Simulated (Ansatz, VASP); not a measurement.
## One calculation of Sb, two programs

```
Sb
1.0
     2.14341    1.23750    3.73148
    -2.14341    1.23750    3.73148
     0.00000   -2.47499    3.73148
Sb
2
Direct
  0.23364 0.23364 0.23364
  0.76636 0.76636 0.76636
```

Change from the starting cell: volume scaled by 0.99.

Alike in both runs: task single point; functional PBEsol; k mesh 9 × 9 × 9; occupations fermi-dirac, width 0.05 eV; no spin polarisation.

```csv
,VASP,Ansatz
version,VASP 6.6.1,Ansatz 0.2.0
potentials or method,"VASP PAW PBE potentials, release 64 (Sb), cutoff 500 eV","all-electron LAPW, scalar-relativistic"
```

|  | VASP | Ansatz | Ansatz less VASP |
| --- | --- | --- | --- |
| pressure (GPa) | 1.2 | 1.0 | -0.20 |
| traceless stress, the component that is largest in VASP (GPa) | -0.46 | -0.41 | +0.055 |
| rms of the force components (eV/Å) | 0.148 | 0.114 | -0.0342 |

VASP's potentials were made for PBE, not for PBEsol. Atom by atom the forces differ by 0.034 eV/Å (rms over components). Ansatz ran all-electron here, and VASP with PAW potentials.

Spin-orbit coupling is off throughout.
